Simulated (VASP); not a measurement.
# AlIn2As3 (I-4m2) in VASP: a series of runs

The runs below take AlIn2As3 through single point, relaxation of cell and atoms, with PBE.

Everything below comes from runs of VASP 6.6.1. Logs are shortened: lines on timing, memory, paths and dates and some standing lists are left out, and cuts for length are marked.

### Step 1. The cell of the first run

It takes space group I-4m2 (No. 119, tetragonal). Conventional cell: a = 4.272 Å, b = 4.272 Å, c = 18.019 Å, α = 90.00°, β = 90.00°, γ = 90.00°. Within 3.3 Å of Al (site symmetry -4m2) lie 4 As at 2.52 Å. Within 3.5 Å of In (site symmetry 2mm) lie 4 As at 2.66 to 2.67 Å. As (site symmetry 2mm) has 2 Al at 2.52 Å and 2 In at 2.67 Å within 3.3 Å. As (site symmetry -4m2) has 4 In at 2.66 Å within 3.5 Å.

### Step 2. Single point, PBE

The input, INCAR:

```
SYSTEM = AlIn2As3
PREC = Accurate ; ENCUT = 500
EDIFF = 1E-6 ; ISMEAR = 0
SIGMA = 0.2 ; LREAL = .FALSE.
LASPH = .TRUE. ; NELM = 120
ALGO = Normal ; ISIF = 2
LWAVE = .FALSE. ; LCHARG = .FALSE.
GGA = PE ; NBANDS = 31
GGA_COMPAT = .FALSE.
```

The input, KPOINTS:

```
Automatic mesh
0
G
  5 5 5
  0 0 0
```

The input, POSCAR:

```
AlIn2As3
1.0
   -2.1360521731      2.1360521731      9.0096185435
    2.1360521731     -2.1360521731      9.0096185435
    2.1360521731      2.1360521731     -9.0096185435
Al In As
1 2 3
Direct
    0.0000000000      0.0000000000      0.0000000000
    0.6623826684      0.6623826684      0.0000000000
    0.3376173316      0.3376173316      0.0000000000
    0.4262246306      0.9262246306      0.5000000000
    0.0737753694      0.5737753694      0.5000000000
    0.7500000000      0.2500000000      0.5000000000
```

Potentials or basis: VASP PAW PBE potentials, release 64 (Al, In_d, As).

On the command line:

```sh
> cat potpaw_PBE.64/Al/POTCAR potpaw_PBE.64/In_d/POTCAR potpaw_PBE.64/As/POTCAR > POTCAR
> mpirun -np 1 vasp_std > vasp.out
```

OUTCAR:

```text
SYSTEM = AlIn2As3
   PREC = Accurate
   ENCUT = 500
   EDIFF = 1E-6
   ISMEAR = 0
   LREAL = .FALSE.
   LASPH = .TRUE.
   NELM = 120
   ISIF = 2
   GGA = PE

 ion  position               nearest neighbor table
   1  0.000  0.000  0.000-   5 2.52   4 2.52   5 2.52   4 2.52
   2  0.662  0.662  0.000-   6 2.66   6 2.66   5 2.67   5 2.67
   3  0.338  0.338  0.000-   6 2.66   6 2.66   4 2.67   4 2.67
   4  0.426  0.926  0.500-   1 2.52   1 2.52   3 2.67   3 2.67
   5  0.074  0.574  0.500-   1 2.52   1 2.52   2 2.67   2 2.67
   6  0.750  0.250  0.500-   3 2.66   2 2.66   3 2.66   2 2.66

  LATTYP: Found a body centered tetragonal cell.
 ALAT       =     4.2721043462
 C/A-ratio  =     4.2178831851

  Lattice vectors:

 A1 = (  -2.1360521731,   2.1360521731,   9.0096185435)
 A2 = (   2.1360521731,  -2.1360521731,   9.0096185435)
 A3 = (   2.1360521731,   2.1360521731,  -9.0096185435)

Analysis of symmetry for initial positions (statically):
=====================================================================
 Subroutine PRICEL returns:
 Original cell was already a primitive cell.

 Routine SETGRP: Setting up the symmetry group for a
 body centered tetragonal supercell.

 Subroutine GETGRP returns: Found  8 space group operations
 (whereof  8 operations were pure point group operations)
 out of a pool of 16 trial point group operations.

The static configuration has the point symmetry D_2d.

Analysis of symmetry for dynamics (positions and initial velocities):
=====================================================================
 Subroutine PRICEL returns:
 Original cell was already a primitive cell.

 Routine SETGRP: Setting up the symmetry group for a
 body centered tetragonal supercell.

 Subroutine GETGRP returns: Found  8 space group operations
 (whereof  8 operations were pure point group operations)
 out of a pool of 16 trial point group operations.

The dynamic configuration has the point symmetry D_2d.

 Subroutine INISYM returns: Found  8 space group operations
 (whereof  8 operations are pure point group operations),
 and found     1 'primitive' translations

----------------------------------------------------------------------------------------

                                     Primitive cell

  volume of cell :     164.4334

  direct lattice vectors                    reciprocal lattice vectors
    -2.136052173  2.136052173  9.009618544     0.000000000  0.234076680  0.055496245
     2.136052173 -2.136052173  9.009618544     0.234076680  0.000000000  0.055496245
     2.136052173  2.136052173 -9.009618544     0.234076680  0.234076680  0.000000000

  length of vectors
     9.502560922  9.502560922  9.502560922     0.240565428  0.240565428  0.331034415

  position of ions in fractional coordinates (direct lattice)
     0.000000000  0.000000000  0.000000000
     0.662382668  0.662382668  0.000000000
     0.337617332  0.337617332  0.000000000
     0.426224631  0.926224631  0.500000000
     0.073775369  0.573775369  0.500000000
     0.750000000  0.250000000  0.500000000

  ion indices of the primitive-cell ions
   primitive index   ion index
                 1           1
                 2           2
                 3           3
                 4           4
                 5           5
                 6           6

----------------------------------------------------------------------------------------

 KPOINTS: Automatic mesh

Automatic generation of k-mesh.
 Grid dimensions read from file:
 generate k-points for:    5    5    5

 Generating k-lattice:

  Cartesian coordinates                     Fractional coordinates (reciprocal lattice)
     0.000000000  0.046815336  0.011099249     0.200000000 -0.000000000  0.000000000
     0.046815336  0.000000000  0.011099249    -0.000000000  0.200000000  0.000000000
     0.046815336  0.046815336  0.000000000     0.000000000  0.000000000  0.200000000

  Length of vectors
     0.048113086  0.048113086  0.066206883

  Shift w.r.t. Gamma in fractional coordinates (k-lattice)
     0.000000000  0.000000000  0.000000000

 Subroutine IBZKPT returns following result:
 ===========================================

 Found     18 irreducible k-points:

 Following reciprocal coordinates:
            Coordinates               Weight
  0.000000  0.000000  0.000000      1.000000
  0.200000 -0.000000  0.000000      8.000000
  0.400000 -0.000000  0.000000      8.000000
  0.200000  0.200000  0.000000      8.000000
  0.400000  0.200000  0.000000     16.000000
 -0.400000  0.200000 -0.000000     16.000000
[... 10 lines left out ...]
 -0.400000  0.400000  0.400000      4.000000
 -0.400000 -0.400000  0.400000      2.000000
   k-points           NKPTS =     18   k-points in BZ     NKDIM =     18   number of bands    NBANDS=     31
   number of dos      NEDOS =    301   number of ions     NIONS =      6
   total plane-waves  NPLWV = 343000
   dimension x,y,z NGX =    70 NGY =   70 NGZ =   70
   dimension x,y,z NGXF=   140 NGYF=  140 NGZF=  140
   ions per type =               1   2   3
   NGX,Y,Z   is equivalent  to a cutoff of  12.25, 12.25, 12.25 a.u.
   NGXF,Y,Z  is equivalent  to a cutoff of  24.49, 24.49, 24.49 a.u.
 SYSTEM =  AlIn2As3
   PREC   = accura    normal or accurate (medium, high low for compatibility)
   ISTART =      0    job   : 0-new  1-cont  2-samecut
   ICHARG =      2    charge: 1-file 2-atom 10-const
   ISPIN  =      1    spin polarized calculation?
   LNONCOLLINEAR =      F non collinear calculations
   LSORBIT =      F    spin-orbit coupling
   LASPH  =      T    aspherical Exc in radial PAW
   ENCUT  =  500.0 eV  36.75 Ry    6.06 a.u.  17.33 17.33 17.33*2*pi/ulx,y,z
   NELM   =    120;   NELMIN=  2; NELMDL= -5     # of ELM steps
   EDIFF  = 0.1E-05   stopping-criterion for ELM
   LREAL  =      F    real-space projection
[... 7 lines left out ...]
   TEBEG  =    0.0;   TEEND  =   0.0 temperature during run
   PSTRESS=    0.0 pullay stress
   NELECT =      44.0000    total number of electrons
   NUPDOWN=      -1.0000    fix difference up-down
   EMIN   =  10.00;   EMAX   =-10.00  energy-range for DOS
   EFERMI =   0.00;   METHOD = LEGACY
   ISMEAR =     0;   SIGMA  =   0.20  broadening in eV -4-tet -1-fermi 0-gaus
   EFERMI_NEDOS =   21; number of points for ismear=-14 and -15
   IALGO  =     38    algorithm
   IMIX   =      4    mixing-type and parameters
     AMIX     =   0.40;   BMIX     =  1.00
     AMIX_MAG =   1.60;   BMIX_MAG =  1.00
  volume/ion in A,a.u.               =      27.41       184.94
  Fermi-wavevector in a.u.,A,eV,Ry     =   1.054943  1.993553 15.141990  1.112905
  Thomas-Fermi vector in A             =   2.190122
   LORBIT       =      0    0 simple, 1 ext, 2 COOP (PROOUT), +10 PAW based schemes
   GGA     = PE    functional components
   LHFCALC =     F    Hartree Fock is set to
   AEXX    =    0.0000 exact exchange contribution
   IVDW    =     0    specifies the selected vdW correction
   LEPSILON=     F    determine dielectric tensor
   LRPA    =     F    only Hartree local field effects (RPA)
 non-spin polarized calculation
 Gauss-broadening in eV      SIGMA  =   0.20
  energy-cutoff  :      500.00
  volume of cell :      164.43
 maximum number of plane-waves:      4199
 NGX is ok and might be reduce to    70
   NGX = 35   NGY = 35   NGZ = 35

 number of electron      44.0000009 magnetization

 Free energy of the ion-electron system (eV)
  ---------------------------------------------------
  ext. energy  EPLUGINS =         0.00000000
  ---------------------------------------------------
  free energy    TOTEN  =       -24.69384109 eV

  energy without entropy =      -24.69047502  energy(sigma->0) =      -24.69215805

 E-fermi :   4.0099     XC(G=0):  -8.8620

 val. band max:        3.9840788137   @ k =   0.0000   0.0000   0.0000
 cond. band min:       4.7690216022   @ k =  -0.2000  -0.2000   0.2000
 fundamental gap:      0.7849427886
 Fermi energy:         4.0098877014

 k-point     1 :       0.0000    0.0000    0.0000
  band No.  band energies     occupation
      1     -10.4613      2.00000
      2     -10.3867      2.00000
      3     -10.3214      2.00000
      4     -10.3214      2.00000
      5     -10.2881      2.00000
      6     -10.2881      2.00000
[... 23 lines left out ...]
     30       7.8463      0.00000
     31      10.9097      0.00000

 k-point     2 :       0.2000   -0.0000    0.0000
  band No.  band energies     occupation
      1     -10.4524      2.00000
      2     -10.3790      2.00000
      3     -10.3429      2.00000
      4     -10.3184      2.00000
      5     -10.3034      2.00000
      6     -10.2911      2.00000
[... 23 lines left out ...]
     30       8.6214      0.00000
     31       9.4366      0.00000

 k-point     3 :       0.4000   -0.0000    0.0000
  band No.  band energies     occupation
      1     -10.4460      2.00000
      2     -10.3921      2.00000
      3     -10.3541      2.00000
      4     -10.3174      2.00000
      5     -10.3116      2.00000
      6     -10.2980      2.00000
[... 23 lines left out ...]
     30       8.7620      0.00000
     31       9.4998      0.00000

 k-point     4 :       0.2000    0.2000    0.0000
  band No.  band energies     occupation
      1     -10.4504      2.00000
      2     -10.3725      2.00000
      3     -10.3593      2.00000
      4     -10.3128      2.00000
      5     -10.3026      2.00000
      6     -10.2984      2.00000
[... 23 lines left out ...]
     30       9.0266      0.00000
     31       9.3740      0.00000

 k-point     5 :       0.4000    0.2000    0.0000
  band No.  band energies     occupation
      1     -10.4585      2.00000
      2     -10.3904      2.00000
      3     -10.3599      2.00000
      4     -10.3050      2.00000
      5     -10.3027      2.00000
      6     -10.2968      2.00000
[... 23 lines left out ...]
     30       9.3855      0.00000
     31       9.4551      0.00000
[... 338 lines left out ...]
     30       8.4977      0.00000
     31       9.2945      0.00000

 k-point    16 :      -0.2000   -0.2000    0.2000
  band No.  band energies     occupation
      1     -10.4604      2.00000
      2     -10.3879      2.00000
      3     -10.3216      2.00000
      4     -10.3216      2.00000
      5     -10.2879      2.00000
      6     -10.2879      2.00000
[... 23 lines left out ...]
     30       8.0561      0.00000
     31      10.3208      0.00000

 k-point    17 :      -0.4000    0.4000    0.4000
  band No.  band energies     occupation
      1     -10.4505      2.00000
      2     -10.3825      2.00000
      3     -10.3427      2.00000
      4     -10.3187      2.00000
      5     -10.3027      2.00000
      6     -10.2907      2.00000
[... 23 lines left out ...]
     30       8.8705      0.00000
     31       8.8982      0.00000

 k-point    18 :      -0.4000   -0.4000    0.4000
  band No.  band energies     occupation
      1     -10.4590      2.00000
      2     -10.3900      2.00000
      3     -10.3218      2.00000
      4     -10.3218      2.00000
      5     -10.2877      2.00000
      6     -10.2877      2.00000
[... 23 lines left out ...]
     30       8.6318      0.00000
     31       9.4438      0.00000

------------------------ aborting loop because EDIFF is reached ----------------------------------------

  FORCE on cell =-STRESS in cart. coord.  units (eV):
  Direction    XX          YY          ZZ          XY          YZ          ZX
  --------------------------------------------------------------------------------------
  -------------------------------------------------------------------------------------
  Total       -0.0011383     -0.0011383      0.0905984      0.0000000      0.0000000      0.0000000
  in kB       -0.0110910     -0.0110910      0.8827568      0.0000000      0.0000000      0.0000000
  external PRESSURE =       0.2868582 kB  Pullay stress =       0.0000000 kB

 VOLUME and BASIS-vectors are now :
 -----------------------------------------------------------------------------
  energy-cutoff  :      500.00
  volume of cell :      164.43
      direct lattice vectors                 reciprocal lattice vectors
    -2.136052173  2.136052173  9.009618544     0.000000000  0.234076680  0.055496245
     2.136052173 -2.136052173  9.009618544     0.234076680  0.000000000  0.055496245
     2.136052173  2.136052173 -9.009618544     0.234076680  0.234076680  0.000000000

 POSITION                                       TOTAL-FORCE (eV/Angst)
 -----------------------------------------------------------------------------------
      0.00000      0.00000      0.00000         0.000000      0.000000      0.000000
      0.00000      0.00000     11.93563         0.000000      0.000000     -0.000111
      0.00000      0.00000      6.08361         0.000000      0.000000      0.000111
      2.13605      0.00000      7.68024        -0.000000     -0.000000     -0.024651
      2.13605      0.00000      1.32938         0.000000      0.000000      0.024651
     -0.00000      2.13605      4.50481         0.000000      0.000000      0.000000
 -----------------------------------------------------------------------------------
    total drift:                                0.000000     -0.000000     -0.000000

  FREE ENERGIE OF THE ION-ELECTRON SYSTEM (eV)
  ---------------------------------------------------
  free  energy   TOTEN  =       -24.6938410911 eV

  energy  without entropy=      -24.6904750154  energy(sigma->0) =      -24.69215805
```

Run time: 4.6 min. Hardware: 1 thread of Intel Xeon Platinum 8559C (Emerald Rapids), shared host; peak memory 0.68 GiB.

What came out:

| Item | Value |
| --- | --- |
| Free energy | -24.6938 eV |
| Pressure | 0.0 GPa |
| Largest force | 0.025 eV/Å |
| Band gap on the k mesh | 0.11 eV |

Forces on the atoms (eV/Å):
```
Al   0.000  0.000  0.000
In   0.000  0.000  0.000
In   0.000  0.000  0.000
As   0.000  0.000 -0.025
As   0.000  0.000  0.025
As   0.000  0.000  0.000
```

Stress tensor (GPa, compression positive):
```
0.00 0.00 0.00
0.00 0.00 0.00
0.00 0.00 0.09
```

Levels at points of the mesh, in eV from the valence-band top:
```tsv
k point	band 20	band 21	band 22	band 23	band 24	band 25
(0.00, 0.00, 0.00)	-0.18	0.00	0.00	0.11	1.75	1.94
```

Caveat: the smearing spreads over this small gap; semilocal functionals underestimate gaps, and a narrow one can read as zero; spin-orbit coupling is left out, which moves the levels of the heavy elements.

### Step 3. Relaxation of cell and atoms, PBE

This run uses another cell than the first one, of 25.98 Å³/atom.

The input, INCAR:

```
SYSTEM = AlIn2As3
ALGO = Normal ; EDIFF = 1E-7
EDIFFG = -0.08 ; ENCUT = 500
GGA = PE ; GGA_COMPAT = .FALSE.
IBRION = 2 ; ISIF = 3
ISMEAR = 0 ; LASPH = .TRUE.
LCHARG = .FALSE. ; LREAL = .FALSE.
LWAVE = .FALSE. ; NELM = 120
NELMIN = 4 ; NSW = 36
PREC = Accurate ; SIGMA = 0.2
```

The input, KPOINTS:

```
k-points
0
G
  5 5 5
  0 0 0
```

The input, POSCAR:

```
AlIn2As3
1.0
   -2.0950000000      2.0950000000      8.8800000000
    2.0950000000     -2.0950000000      8.8800000000
    2.0950000000      2.0950000000     -8.8800000000
Al In As
1 2 3
Direct
    0.0000000000      0.0000000000      0.0000000000
    0.6667000000      0.6667000000      0.0000000000
    0.3333000000      0.3333000000      0.0000000000
    0.4167000000      0.9167000000      0.5000000000
    0.0833000000      0.5833000000      0.5000000000
    0.7500000000      0.2500000000      0.5000000000
```

Potentials or basis: VASP PAW PBE potentials, release 64 (Al, In_d, As).

On the command line:

```sh
> cat potpaw_PBE.64/Al/POTCAR potpaw_PBE.64/In_d/POTCAR potpaw_PBE.64/As/POTCAR > POTCAR
> mpirun -np 1 vasp_std > vasp.out
```

Run time: 24 min. Hardware: 1 thread of Intel Xeon Platinum 8559C (Emerald Rapids), shared host; peak memory 0.8 GiB.

It converged, with:

| Property | Result |
| --- | --- |
| Free energy | -24.6926 eV |
| Relaxed volume | 27.50 Å³/atom |
| Relaxed cell | a = 9.527 Å, b = 9.527 Å, c = 9.527 Å, α = 154.08°, β = 154.08°, γ = 36.98° |
| Space group after relaxing (to 0.1 Å) | I-4m2 (No. 119) |
| Energy gained by relaxing | 55.3 meV/atom |
| Ionic steps | 8 |
| Pressure after relaxing | -0.1 GPa |
| Largest force after relaxing | 0.028 eV/Å |
| Band gap on the k mesh | 0.09 eV |

Forces on the atoms (eV/Å):
```
Al   0.000  0.000  0.000
In   0.000  0.000 -0.026
In   0.000  0.000  0.026
As   0.000  0.000 -0.028
As   0.000  0.000  0.028
As   0.000  0.000  0.000
```

Step by step:
```csv
step,energy change (eV),largest force (eV/Å),pressure (GPa),volume (Å³)
1,0.0000,1.4249,3.98,155.90
2,-0.2195,0.5289,-1.62,170.90
3,-0.2258,0.6439,-0.93,168.53
4,-0.2828,0.3770,-0.50,166.67
5,-0.3190,0.3636,0.40,163.41
6,-0.3193,0.3603,0.32,163.68
7,-0.3315,0.0944,-0.06,164.73
8,-0.3320,0.0283,-0.15,165.01
```

Final structure:
```xyz
6
Lattice="-2.1367 2.1367 9.0354 2.1367 -2.1367 9.0354 2.1367 2.1367 -9.0354" Properties=species:S:1:pos:R:3 pbc="T T T"
Al    0.0000    0.0000    0.0000
In    0.0000    0.0000   11.9729
In    0.0000    0.0000    6.0979
As    2.1367    0.0000    7.7006
As    2.1367    0.0000    1.3348
As    0.0000    2.1367    4.5177
```

Levels at points of the mesh, in eV from the valence-band top:
```
           k point  band 20  band 21  band 22  band 23  band 24  band 25
(0.00, 0.00, 0.00)    -0.18     0.00     0.00     0.09     1.76     1.96
```

Caveat: the smearing spreads over this small gap; semilocal functionals underestimate gaps, and a narrow one can read as zero; spin-orbit coupling is left out, which moves the levels of the heavy elements.

The gap in the log of VASP goes by the Fermi energy; the results here count the filled bands.